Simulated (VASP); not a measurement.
# Eu (P6_3/mmc) in VASP: notebook

The runs below take Eu through single point, with PBE.

Everything below comes from runs of VASP 6.6.1. Logs are shortened: lines on timing, memory, paths and dates and some standing lists are left out, and cuts for length are marked.

### Step 1. The cell of the first run

The structure is hexagonal, space group P6_3/mmc (No. 194). Conventional cell: a = 3.862 Å, b = 3.862 Å, c = 6.195 Å, α = 90.00°, β = 90.00°, γ = 120.00°. Within 5.0 Å of Eu (site symmetry -6m2) lie 12 Eu at 3.82 to 3.86 Å.

This isn't the form of Eu at room conditions, which is bcc.

### Step 2. Single point, PBE, collinear spin, ferromagnetic start (40.01 Å³/atom)

Contents of INCAR:

```
SYSTEM = Eu
ALGO = Normal
EDIFF = 1E-6
ENCUT = 520
GGA = PE
ISIF = 2
ISMEAR = -1
ISPIN = 2
LASPH = .True.
LCHARG = .False.
LMAXMIX = 6
LORBIT = 11
LREAL = .False.
LWAVE = .False.
MAGMOM = 7 7
NBANDS = 28
NELM = 150
PREC = Accurate
SIGMA = 0.1
```

Contents of KPOINTS:

```
k-points
0
Gamma
  12 12 7
  0 0 0
```

Contents of POSCAR:

```
Eu
1.0
    3.8620682467      0.0000000000      0.0000000000
   -1.9310341234      3.3446492128      0.0000000000
    0.0000000000      0.0000000000      6.1954790566
Eu
2
Direct
    0.3333333333      0.6666666667      0.2500000000
    0.6666666667      0.3333333333      0.7500000000
```

Potentials or basis: VASP PAW PBE potentials, release 64 (Eu).

Run with:

```console
> cat potpaw_PBE.64/Eu/POTCAR > POTCAR
> mpirun -np 1 vasp_std > vasp.out
```

OUTCAR:

```text
SYSTEM = Eu
   EDIFF = 1E-6
   ENCUT = 520
   GGA = PE
   ISIF = 2
   ISMEAR = -1
   ISPIN = 2
   LASPH = .True.
   LORBIT = 11
   LREAL = .False.
   NELM = 150
   PREC = Accurate

 ion  position               nearest neighbor table
   1  0.333  0.667  0.250-
   2  0.667  0.333  0.750-

  LATTYP: Found a hexagonal cell.
 ALAT       =     3.8620682467
 C/A-ratio  =     1.6041868400

  Lattice vectors:

 A1 = (   3.8620682467,   0.0000000000,   0.0000000000)
 A2 = (  -1.9310341234,   3.3446492128,   0.0000000000)
 A3 = (   0.0000000000,   0.0000000000,   6.1954790566)

Analysis of symmetry for initial positions (statically):
=====================================================================
 Subroutine PRICEL returns:
 Original cell was already a primitive cell.

 Routine SETGRP: Setting up the symmetry group for a
 hexagonal supercell.

 Subroutine GETGRP returns: Found 24 space group operations
 (whereof 12 operations were pure point group operations)
 out of a pool of 24 trial point group operations.

The static configuration has the point symmetry D_3d.
 The point group associated with its full space group is D_6h.

Analysis of symmetry for dynamics (positions and initial velocities):
=====================================================================
 Subroutine PRICEL returns:
 Original cell was already a primitive cell.

 Routine SETGRP: Setting up the symmetry group for a
 hexagonal supercell.

 Subroutine GETGRP returns: Found 24 space group operations
 (whereof 12 operations were pure point group operations)
 out of a pool of 24 trial point group operations.

The dynamic configuration has the point symmetry D_3d.
 The point group associated with its full space group is D_6h.

Analysis of structural, dynamic, and magnetic symmetry:
=====================================================================
 Subroutine PRICEL returns:
 Original cell was already a primitive cell.

 Routine SETGRP: Setting up the symmetry group for a
 hexagonal supercell.

 Subroutine GETGRP returns: Found 24 space group operations
 (whereof 12 operations were pure point group operations)
 out of a pool of 24 trial point group operations.

The overall configuration has the point symmetry D_3d.
 The point group associated with its full space group is D_6h.

 Subroutine INISYM returns: Found 24 space group operations
 (whereof 12 operations are pure point group operations),
 and found     1 'primitive' translations

----------------------------------------------------------------------------------------

                                     Primitive cell

  volume of cell :      80.0286

  direct lattice vectors                    reciprocal lattice vectors
     3.862068247  0.000000000  0.000000000     0.258928620  0.149492508  0.000000000
    -1.931034123  3.344649213  0.000000000     0.000000000  0.298985016  0.000000000
     0.000000000  0.000000000  6.195479057     0.000000000  0.000000000  0.161408019

  length of vectors
     3.862068247  3.862068247  6.195479057     0.298985016  0.298985016  0.161408019

  position of ions in fractional coordinates (direct lattice)
     0.333333333  0.666666667  0.250000000
     0.666666667  0.333333333  0.750000000

  ion indices of the primitive-cell ions
   primitive index   ion index
                 1           1
                 2           2

----------------------------------------------------------------------------------------

 KPOINTS: k-points

Automatic generation of k-mesh.
 Grid dimensions read from file:
 generate k-points for:   12   12    7

 Generating k-lattice:

  Cartesian coordinates                     Fractional coordinates (reciprocal lattice)
     0.021577385  0.012457709  0.000000000     0.083333333 -0.000000000  0.000000000
     0.000000000  0.024915418  0.000000000     0.000000000  0.083333333  0.000000000
     0.000000000  0.000000000  0.023058288     0.000000000  0.000000000  0.142857143

  Length of vectors
     0.024915418  0.024915418  0.023058288

  Shift w.r.t. Gamma in fractional coordinates (k-lattice)
     0.000000000  0.000000000  0.000000000

 Subroutine IBZKPT returns following result:
 ===========================================

 Found     76 irreducible k-points:

 Following reciprocal coordinates:
            Coordinates               Weight
  0.000000  0.000000  0.000000      1.000000
  0.083333 -0.000000  0.000000      6.000000
  0.166667  0.000000  0.000000      6.000000
  0.250000  0.000000  0.000000      6.000000
  0.333333  0.000000  0.000000      6.000000
  0.416667 -0.000000  0.000000      6.000000
[... 16 lines left out ...]
  0.250000  0.000000  0.142857     12.000000
  0.333333  0.000000  0.142857     12.000000
 [... further k-points ...]
   k-points           NKPTS =     76   k-points in BZ     NKDIM =     76   number of bands    NBANDS=     28
   number of dos      NEDOS =    301   number of ions     NIONS =      2
   total plane-waves  NPLWV =  43200
   dimension x,y,z NGX =    30 NGY =   30 NGZ =   48
   dimension x,y,z NGXF=    60 NGYF=   60 NGZF=   96
   ions per type =               2
   NGX,Y,Z   is equivalent  to a cutoff of  12.91, 12.91, 12.88 a.u.
   NGXF,Y,Z  is equivalent  to a cutoff of  25.83, 25.83, 25.76 a.u.
 SYSTEM =  Eu
   PREC   = accura    normal or accurate (medium, high low for compatibility)
   ISTART =      0    job   : 0-new  1-cont  2-samecut
   ICHARG =      2    charge: 1-file 2-atom 10-const
   ISPIN  =      2    spin polarized calculation?
   LNONCOLLINEAR =      F non collinear calculations
   LSORBIT =      F    spin-orbit coupling
   LASPH  =      T    aspherical Exc in radial PAW
   ENCUT  =  520.0 eV  38.22 Ry    6.18 a.u.   7.18  7.18 11.52*2*pi/ulx,y,z
   NELM   =    150;   NELMIN=  2; NELMDL= -5     # of ELM steps
   EDIFF  = 0.1E-05   stopping-criterion for ELM
   LREAL  =      F    real-space projection
   EDIFFG = 0.1E-04   stopping-criterion for IOM
   NSW    =      0    number of steps for IOM
   IBRION =     -1    ionic relax: 0-MD 1-quasi-New 2-CG
   NFREE  =      0    steps in history (QN), initial steepest desc. (CG)
   ISIF   =      2    stress and relaxation
   ISYM   =      2    0-nonsym 1-usesym 2-fastsym
   POTIM  = 0.5000    time-step for ionic-motion
   TEBEG  =    0.0;   TEEND  =   0.0 temperature during run
   PSTRESS=    0.0 pullay stress
   NELECT =      34.0000    total number of electrons
   NUPDOWN=      -1.0000    fix difference up-down
   EMIN   =  10.00;   EMAX   =-10.00  energy-range for DOS
   EFERMI =   0.00;   METHOD = LEGACY
   ISMEAR =    -1;   SIGMA  =   0.10  broadening in eV -4-tet -1-fermi 0-gaus
   EFERMI_NEDOS =   21; number of points for ismear=-14 and -15
   IALGO  =     38    algorithm
   IMIX   =      4    mixing-type and parameters
     AMIX     =   0.40;   BMIX     =  1.00
     AMIX_MAG =   1.60;   BMIX_MAG =  1.00
  volume/ion in A,a.u.               =      40.01       270.03
  Fermi-wavevector in a.u.,A,eV,Ry     =   1.230701  2.325688 20.607734  1.514626
  Thomas-Fermi vector in A             =   2.365540
   LORBIT       =     11    0 simple, 1 ext, 2 COOP (PROOUT), +10 PAW based schemes
   GGA     = PE    functional components
   LHFCALC =     F    Hartree Fock is set to
   AEXX    =    0.0000 exact exchange contribution
   IVDW    =     0    specifies the selected vdW correction
   LEPSILON=     F    determine dielectric tensor
   LRPA    =     F    only Hartree local field effects (RPA)
 spin polarized calculation
  energy-cutoff  :      520.00
  volume of cell :       80.03
 maximum number of plane-waves:      2177
 NGX is ok and might be reduce to    30
   NGX = 15   NGY = 15   NGZ = 23

 number of electron      33.9999995 magnetization      15.0249437

 Free energy of the ion-electron system (eV)
  ---------------------------------------------------
  ext. energy  EPLUGINS =         0.00000000
  ---------------------------------------------------
  free energy    TOTEN  =       -22.98602099 eV

  energy without entropy =      -22.82511709  energy(sigma->0) =      -22.90556904

 E-fermi :   2.2365     XC(G=0):  -9.0176

 val. band max:        2.2272274429   @ k =   0.2500   0.0000   0.1429
 cond. band min:       2.2464807465   @ k =   0.4167   0.0833   0.1429
 fundamental gap:      0.0192533036
 Fermi energy:         2.2365080163

 spin component 1

 k-point     1 :       0.0000    0.0000    0.0000
  band No.  band energies     occupation
      1     -39.3718      1.00000
      2     -39.3284      1.00000
      3     -18.4162      1.00000
      4     -17.9585      1.00000
      5     -17.9585      1.00000
      6     -17.8821      1.00000
[... 20 lines left out ...]
     27       4.0347      0.00000
     28       4.1621      0.00000
[... 683 lines left out ...]
 k-point    24 :       0.3333    0.0000    0.1429
  band No.  band energies     occupation
      1     -39.3429      1.00000
      2     -39.3204      1.00000
      3     -18.2993      1.00000
      4     -18.2040      1.00000
      5     -18.1688      1.00000
      6     -18.0400      1.00000
[... 20 lines left out ...]
     27       3.6137      0.00000
     28       3.9590      0.00000

 [... further k-points ...]

 spin component 2

 k-point     1 :       0.0000    0.0000    0.0000
  band No.  band energies     occupation
      1     -36.2243      1.00000
      2     -36.1691      1.00000
      3     -16.1569      1.00000
      4     -15.6021      1.00000
      5     -15.6021      1.00000
      6     -15.5111      1.00000
[... 20 lines left out ...]
     27       6.7632      0.00000
     28       6.7749      0.00000
[... 683 lines left out ...]
 k-point    24 :       0.3333    0.0000    0.1429
  band No.  band energies     occupation
      1     -36.1874      1.00000
      2     -36.1587      1.00000
      3     -16.0177      1.00000
      4     -15.9054      1.00000
      5     -15.8600      1.00000
      6     -15.7022      1.00000
[... 20 lines left out ...]
     27       6.7171      0.00000
     28       6.7710      0.00000

 [... further k-points ...]
[... 5 lines left out ...]
  --------------------------------------------------------------------------------------
  -------------------------------------------------------------------------------------
  Total        0.2656745      0.2656745      0.2740623     -0.0000000      0.0000000     -0.0000000
  in kB        5.3188171      5.3188171      5.4867414     -0.0000000      0.0000000     -0.0000000
  external PRESSURE =       5.3747918 kB  Pullay stress =       0.0000000 kB

 VOLUME and BASIS-vectors are now :
 -----------------------------------------------------------------------------
  energy-cutoff  :      520.00
  volume of cell :       80.03
      direct lattice vectors                 reciprocal lattice vectors
     3.862068247  0.000000000  0.000000000     0.258928620  0.149492508  0.000000000
    -1.931034123  3.344649213  0.000000000     0.000000000  0.298985016  0.000000000
     0.000000000  0.000000000  6.195479057     0.000000000  0.000000000  0.161408019

 POSITION                                       TOTAL-FORCE (eV/Angst)
 -----------------------------------------------------------------------------------
     -0.00000      2.22977      1.54887         0.000000     -0.000000      0.000000
      1.93103      1.11488      4.64661        -0.000000      0.000000      0.000000
 -----------------------------------------------------------------------------------
    total drift:                                0.000000     -0.000000      0.000000

  FREE ENERGIE OF THE ION-ELECTRON SYSTEM (eV)
  ---------------------------------------------------
  free  energy   TOTEN  =       -22.9860209851 eV

  energy  without entropy=      -22.8251170859  energy(sigma->0) =      -22.90556904

 total charge

# of ion       s       p       d       f       tot
--------------------------------------------------
    1        2.086   5.705   0.341   6.603  14.736
    2        2.086   5.705   0.341   6.603  14.736
--------------------------------------------------
tot          4.172  11.410   0.682  13.207  29.471

 magnetization (x)

# of ion       s       p       d       f       tot
--------------------------------------------------
    1       -0.000  -0.082   0.200   6.601   6.718
    2       -0.000  -0.082   0.200   6.601   6.718
--------------------------------------------------
tot         -0.000  -0.164   0.400  13.202  13.437
```

It took 21 min on 1 thread of Intel Xeon 8259CL, shared host; peak memory 0.42 GiB.

Results:

| Property | Result |
| --- | --- |
| Free energy | -22.9860 eV |
| Pressure | 0.5 GPa |
| Net moment | 15.02 μB per cell |
| Site moments | Eu +6.72 μB |
| Valence electrons inside the program's atomic spheres | Eu 14.74 |

Caveat: spin-orbit coupling is left out, which moves the levels of the heavy elements; semilocal functionals describe open f shells poorly, which spoils levels, moments and volumes. The state reached can hang on the start; a lower one may exist.

### Step 3. Single point, PBE, collinear spin, ferromagnetic start

This run uses another cell than the first one, of 42.12 Å³/atom.

Contents of INCAR:

```
PREC = Accurate ; ENCUT = 520
EDIFF = 1E-6 ; ISMEAR = -1
SIGMA = 0.1 ; LREAL = F
LASPH = T ; NELM = 150
ALGO = Normal ; ISIF = 2
LWAVE = F ; LCHARG = F
ISPIN = 2 ; MAGMOM = 7 7
LORBIT = 11 ; LMAXMIX = 6
GGA = PE ; NBANDS = 28
```

Contents of KPOINTS:

```
Automatic mesh
0
Gamma
  12 12 7
```

Contents of POSCAR:

```
Eu
1.0
    3.9286687184      0.0000000000      0.0000000000
   -1.9643343592      3.4023269132      0.0000000000
    0.0000000000      0.0000000000      6.3023186568
Eu
2
Direct
    0.3333333333      0.6666666667      0.2500000000
    0.6666666667      0.3333333333      0.7500000000
```

Potentials or basis: VASP PAW PBE potentials, release 64 (Eu).

Run with:

```console
> cat potpaw_PBE.64/Eu/POTCAR > POTCAR
> mpirun -np 1 vasp_std > vasp.out
```

OUTCAR:

```text
PREC = Accurate
   ENCUT = 520
   EDIFF = 1E-6
   ISMEAR = -1
   LREAL = F
   LASPH = T
   NELM = 150
   ISIF = 2
   ISPIN = 2
   LORBIT = 11
   GGA = PE

 ion  position               nearest neighbor table
   1  0.333  0.667  0.250-
   2  0.667  0.333  0.750-

  LATTYP: Found a hexagonal cell.
 ALAT       =     3.9286687184
 C/A-ratio  =     1.6041868400

  Lattice vectors:

 A1 = (   3.9286687184,   0.0000000000,   0.0000000000)
 A2 = (  -1.9643343592,   3.4023269132,   0.0000000000)
 A3 = (   0.0000000000,   0.0000000000,   6.3023186568)

Analysis of symmetry for initial positions (statically):
=====================================================================
 Subroutine PRICEL returns:
 Original cell was already a primitive cell.

 Routine SETGRP: Setting up the symmetry group for a
 hexagonal supercell.

 Subroutine GETGRP returns: Found 24 space group operations
 (whereof 12 operations were pure point group operations)
[... 937 lines left out ...]

 k-point     1 :       0.0000    0.0000    0.0000
  band No.  band energies     occupation
      1     -36.4526      1.00000
      2     -36.4083      1.00000
      3     -16.3401      1.00000
      4     -15.8670      1.00000
      5     -15.8670      1.00000
      6     -15.7885      1.00000
[... 733 lines left out ...]
     27       6.5084      0.00000
     28       6.5581      0.00000

 [... further k-points ...]
[... 5 lines left out ...]
  --------------------------------------------------------------------------------------
  -------------------------------------------------------------------------------------
  Total       -0.1207020     -0.1207020     -0.1237601      0.0000000     -0.0000000     -0.0000000
  in kB       -2.2956368     -2.2956368     -2.3537997      0.0000000     -0.0000000     -0.0000000
  external PRESSURE =      -2.3150244 kB  Pullay stress =       0.0000000 kB

 VOLUME and BASIS-vectors are now :
 -----------------------------------------------------------------------------
  energy-cutoff  :      520.00
  volume of cell :       84.24
      direct lattice vectors                 reciprocal lattice vectors
     3.928668718  0.000000000  0.000000000     0.254539151  0.146958247  0.000000000
    -1.964334359  3.402326913  0.000000000     0.000000000  0.293916495  0.000000000
     0.000000000  0.000000000  6.302318657     0.000000000  0.000000000  0.158671761

 POSITION                                       TOTAL-FORCE (eV/Angst)
 -----------------------------------------------------------------------------------
     -0.00000      2.26822      1.57558         0.000000     -0.000000      0.000000
      1.96433      1.13411      4.72674        -0.000000      0.000000      0.000000
 -----------------------------------------------------------------------------------
    total drift:                               -0.000000      0.000000     -0.000000

  FREE ENERGIE OF THE ION-ELECTRON SYSTEM (eV)
  ---------------------------------------------------
  free  energy   TOTEN  =       -22.9924161096 eV

  energy  without entropy=      -22.8284352886  energy(sigma->0) =      -22.91042570

 total charge

# of ion       s       p       d       f       tot
--------------------------------------------------
    1        2.083   5.709   0.317   6.617  14.725
    2        2.083   5.709   0.317   6.617  14.725
--------------------------------------------------
tot          4.166  11.417   0.633  13.233  29.450

 magnetization (x)

# of ion       s       p       d       f       tot
--------------------------------------------------
    1       -0.001  -0.084   0.191   6.615   6.721
    2       -0.001  -0.084   0.191   6.615   6.721
--------------------------------------------------
tot         -0.002  -0.168   0.382  13.229  13.442
```

OSZICAR:

```text
N       E                     dE             d eps       ncg     rms          rms(c)
DAV:   1     0.293573382480E+03    0.29357E+03   -0.12028E+04 10812   0.511E+03
DAV:   2     0.608046266457E+02   -0.23277E+03   -0.20437E+03 11316   0.358E+02
DAV:   3    -0.776229064689E+01   -0.68567E+02   -0.66043E+02 13624   0.202E+02
DAV:   4    -0.171111073271E+02   -0.93488E+01   -0.92313E+01 16632   0.676E+01
DAV:   5    -0.181930518604E+02   -0.10819E+01   -0.10730E+01 16128   0.201E+01    0.424E+01
DAV:   6    -0.253321816102E+02   -0.71391E+01   -0.64966E+00 14708   0.243E+01    0.290E+01
DAV:   7    -0.231767286609E+02    0.21555E+01   -0.24439E+00 13512   0.297E+01    0.190E+01
DAV:   8    -0.231318811317E+02    0.44848E-01   -0.18141E+00 12396   0.301E+01    0.863E+00
DAV:   9    -0.229935905219E+02    0.13829E+00   -0.54858E-01 13308   0.175E+01    0.580E+00
DAV:  10    -0.229899026752E+02    0.36878E-02   -0.13293E-01 16944   0.380E+00    0.157E+00
DAV:  11    -0.229925602429E+02   -0.26576E-02   -0.24570E-02 15384   0.139E+00    0.149E+00
DAV:  12    -0.229949346787E+02   -0.23744E-02   -0.36182E-03 15896   0.107E+00    0.149E+00
DAV:  13    -0.229929270814E+02    0.20076E-02   -0.12728E-02 12984   0.264E+00    0.827E-01
DAV:  14    -0.229924967115E+02    0.43037E-03   -0.11410E-03 16148   0.595E-01    0.456E-01
DAV:  15    -0.229924030450E+02    0.93667E-04   -0.35418E-04 14788   0.355E-01    0.230E-01
DAV:  16    -0.229924133181E+02   -0.10273E-04   -0.21562E-04 15788   0.997E-02    0.113E-01
DAV:  17    -0.229924161390E+02   -0.28209E-05   -0.20213E-05 14312   0.626E-02    0.458E-02
DAV:  18    -0.229924161096E+02    0.29339E-07   -0.50023E-06 10984   0.259E-02
   1 F= -.22992416E+02 E0= -.22910426E+02  d E =-.163981E+00  mag=    15.0531
```

It took 17 min on 1 thread of Intel Xeon 8259CL, shared host; peak memory 0.43 GiB.

Results:

```yaml
Free_energy: -22.9924 eV
Pressure: -0.2 GPa
Net_moment: 15.05 μB per cell
Site_moments: Eu +6.72 μB
Valence_electrons_inside_the_program's_atomic_spheres: Eu 14.72
```

Levels at points of the mesh, in eV from the Fermi level:
Spin up:
```csv
k point,band 21,band 22,band 23,band 24,band 25,band 26,band 27,band 28
"(0.00, 0.00, 0.00)",-0.45,-0.45,-0.41,-0.40,0.67,1.77,1.77,1.89
"(0.50, 0.00, 0.00)",-0.43,-0.42,-0.41,-0.41,-0.35,0.00,1.30,1.55
```
Spin down:
| k point | band 6 | band 7 | band 8 | band 9 | band 10 | band 11 | band 12 | band 13 | band 14 | band 15 |
| --- | --- | --- | --- | --- | --- | --- | --- | --- | --- | --- |
| (0.00, 0.00, 0.00) | -17.82 | -17.82 | -17.81 | -3.41 | -0.78 | 1.67 | 2.81 | 2.81 | 2.90 | 3.34 |
| (0.50, 0.00, 0.00) | -18.02 | -17.95 | -17.89 | -0.54 | -0.08 | 0.28 | 1.07 | 2.29 | 2.65 | 2.90 |

Caveat: spin-orbit coupling is left out, which moves the levels of the heavy elements; semilocal functionals describe open f shells poorly, which spoils levels, moments and volumes. The state reached can hang on the start; a lower one may exist.
